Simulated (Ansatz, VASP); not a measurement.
# One calculation of Rh, two programs

```xyz
1
Lattice="0.0000 1.9016 1.9016 1.9016 0.0000 1.9016 1.9016 1.9016 0.0000" Properties=species:S:1:pos:R:3 pbc="T T T"
Rh    0.0000    0.0000    0.0000
```

Alike in both runs: task single point; functional r2SCAN; k mesh 22 × 22 × 22; occupations gaussian, width 0.15 eV; no spin polarisation.

|  | VASP | Ansatz |
| --- | --- | --- |
| version | VASP 6.6.1 | Ansatz 0.2.0 |
| potentials or method | VASP PAW PBE potentials, release 64 (Rh_sv_GW), cutoff 580 eV | scalar-relativistic, plane waves, PAW |
| valence electrons in the cell | 17 | 17 |

Ansatz gave:

* gap on the k mesh at the Fermi level (eV): none
* pressure (GPa): -0.6

**Question.** What did VASP give for the same quantities?

**Answer.** gap on the k mesh at the Fermi level (eV): none; pressure (GPa): -2.2.

VASP's potentials were made for PBE, not for r2SCAN. A gap of «none» marks a metal or a gap that the smearing closes.
